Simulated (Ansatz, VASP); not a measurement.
# One calculation of CaSe, two programs

Contents of INCAR:

```
SYSTEM = CaSe
PREC = Accurate
ENCUT = 520
EDIFF = 1E-7
ISMEAR = -1
SIGMA = 0.03
LREAL = .FALSE.
LASPH = .TRUE.
NELM = 80
ALGO = Normal
ISIF = 2
LWAVE = .FALSE.
LCHARG = .FALSE.
GGA = CA
NBANDS = 15
```

Contents of KPOINTS:

```
regular mesh
0
G
  9 9 9
  0 0 0
```

POSCAR

```
CaSe
1.0
    0.0000000000      3.0093246679      3.0093246679
    3.0093246679      0.0000000000      3.0093246679
    3.0093246679      3.0093246679      0.0000000000
Ca Se
1 1
Direct
    0.0000000000      0.0000000000      0.0000000000
    0.5000000000      0.5000000000      0.5000000000
```

Input for Ansatz:

```yaml
crystal:
  lattice:
    - [0.0, 3.0093246679, 3.0093246679]
    - [3.0093246679, 0.0, 3.0093246679]
    - [3.0093246679, 3.0093246679, 0.0]
  atoms:
    - { symbol: Ca, position: [0.0, 0.0, 0.0] }
    - { symbol: Se, position: [0.5, 0.5, 0.5] }
kpoints:
  mp_grid: { grid: [9, 9, 9] }
scf:
  occupations: { method: fermi_dirac, width: 0.03 }
hamiltonian:
  xc: lda
  pseudopotentials: { kind: all_electron, lapw: { basis_error: 0.00025 } }
output:
  forces: true
  stress: true
  eigenvalues: true
```

Change from the starting cell: volume scaled by 1.04.

Alike in both runs: task single point; functional LDA; k mesh 9 × 9 × 9; occupations fermi-dirac, width 0.03 eV; no spin polarisation.

```csv
,VASP,Ansatz
version,VASP 6.6.1,Ansatz 0.2.0
potentials or method,"VASP PAW LDA potentials, release 64 (Ca_sv, Se), cutoff 520 eV","all-electron LAPW, scalar-relativistic"
```

|  | VASP | Ansatz | Ansatz less VASP |
| --- | --- | --- | --- |
| gap on the k mesh at the Fermi level (eV) | 2.02 | 2.03 | +0.013 |
| pressure (GPa) | -5.0 | -5.2 | -0.18 |

LDA's correlation is that of Perdew and Zunger in VASP and of Perdew and Wang (1992) in Ansatz. Ansatz ran all-electron here, and VASP with PAW potentials.
